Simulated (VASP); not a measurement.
Wanted: the native input for a VASP 6.6.1 run.

| Quantity | Value |
| --- | --- |
| Task | single point |
| Functional | PBE |
| Dispersion | D3(BJ) |
| Potentials or basis | VASP PAW PBE potentials, release 64 (Ir, C, N, H) |
| Cutoff | 520 eV |
| k mesh | 4 × 4 × 1 |
| Occupations | gaussian, width 0.1 eV |
| Spin | no spin polarisation |
| Dipole correction | yes |
| Further INCAR settings | LREAL = Auto; ALGO = Normal; EDIFF = 1e-06; NBANDS = 72 |

The structure of HIr12CN lies in POSCAR:

```
HIr12CN
1.0
    5.4313155574      0.0000000000      0.0000000000
   -2.7156577787      4.7036572487      0.0000000000
    0.0000000000      0.0000000000     24.6502505826
Ir C N H
12 1 1 1
Direct
    0.3333333333      0.1666666667      0.3245403114
    0.3333333333      0.6666666667      0.3245403114
    0.8333333333      0.1666666667      0.3245403114
    0.8333333333      0.6666666667      0.3245403114
    0.6654657029      0.3309314058      0.4130303163
    0.6654657029      0.8345342971      0.4130303163
    0.1666666667      0.3333333333      0.4129022442
    0.1690685942      0.8345342971      0.4130303163
    0.0010797620      0.4989202380      0.5003596045
    0.0010797620      0.0021595240      0.5003596045
    0.4978404760      0.4989202380      0.5003596045
    0.5000000000      0.0000000000      0.5088569402
    0.5000000000      0.0000000000      0.6339342003
    0.5000000000      0.0000000000      0.5866868299
    0.5000000000      0.0000000000      0.6772814106
```

The input as run:

INCAR

```
  ALGO = Normal
  DIPOL = 0.5 0.5 0.457
  EDIFF = 1E-6
  ENCUT = 520
  GGA = PE
  IDIPOL = 3
  ISIF = 2
  ISMEAR = 0
  IVDW = 12
  LASPH = T
  LCHARG = T
  LDIPOL = T
  LELF = T
  LREAL = Auto
  LVACPOTAV = T
  LVHAR = T
  LWAVE = F
  NBANDS = 72
  NELM = 80
  PREC = Accurate
  SIGMA = 0.1
```

KPOINTS

```
k-points
0
Gamma
  4 4 1
```

Potentials or basis: VASP PAW PBE potentials, release 64 (Ir, C, N, H).

The run is started by

```bash
$ cat potpaw_PBE.64/Ir/POTCAR potpaw_PBE.64/C/POTCAR potpaw_PBE.64/N/POTCAR potpaw_PBE.64/H/POTCAR > POTCAR
$ mpirun -np 1 vasp_std > vasp.out
```

Results of the run:

```json
{"Largest force": "0.362 eV/Å", "Band gap on the k mesh": "zero (band 59 reaches 0.92 eV, above the bottom of band 60 at -0.19 eV)", "Dispersion energy per atom": "-0.409 eV"}
```

Caveat: spin-orbit coupling is left out, which moves the levels of the heavy elements.

Wall time 7.1 min on 1 thread of Intel(R) Xeon(R) 6975P-C (Granite Rapids) (shared host), peak memory 0.71 GiB.
